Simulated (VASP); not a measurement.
KI:

```xyz
4
Lattice="4.9099 0.0000 0.0000 -2.4550 4.2521 0.0000 0.0000 0.0000 8.0032" Properties=species:S:1:pos:R:3 pbc="T T T"
K     0.0000    0.0000    0.0000
K     0.0000    0.0000    4.0016
I     0.0000    2.8347    2.0008
I     2.4550    1.4174    6.0024
```

```yaml
Program: VASP 6.6.1
Task: relaxation of cell and atoms
Functional: PBE
Potentials_or_basis: VASP PAW PBE potentials, release 64 (K_sv, I)
Cutoff: 500 eV
k_mesh: 6 × 6 × 4
Occupations: fermi-dirac, width 0.02 eV
Spin: no spin polarisation
```

At the start: pressure 1.5 GPa; volume 41.77 Å³/atom.

Q: How do energy, volume and symmetry change on relaxing?

A: Over 9 steps the energy falls by 26.8 meV/atom and the volume is 46.52 Å³/atom (+11.4 %); space group P6_3/mmc (No. 194, to 0.1 Å) before and after.

Step by step:
| step | energy change (eV) | largest force (eV/Å) | pressure (GPa) | volume (Å³) |
| --- | --- | --- | --- | --- |
| 1 | 0.0000 | 0.0000 | 1.53 | 167.09 |
| 2 | -0.0729 | 0.0000 | 0.64 | 176.89 |
| 3 | -0.0918 | 0.0000 | -0.36 | 193.65 |
| 4 | -0.0973 | 0.0000 | -0.11 | 188.47 |
| 5 | -0.0974 | 0.0000 | -0.08 | 187.97 |
| 6 | -0.1012 | 0.0000 | -0.07 | 187.66 |
| 7 | -0.1070 | 0.0000 | -0.03 | 186.66 |
| 8 | -0.1071 | 0.0000 | -0.02 | 186.48 |
| 9 | -0.1071 | 0.0000 | 0.00 | 186.09 |

Final structure:
```xyz
4
Lattice="4.9735 0.0000 0.0000 -2.4868 4.3072 0.0000 0.0000 0.0000 8.6867" Properties=species:S:1:pos:R:3 pbc="T T T"
K     0.0000    0.0000    0.0000
K     0.0000    0.0000    4.3433
I     0.0000    2.8715    2.1717
I     2.4868    1.4357    6.5150
```
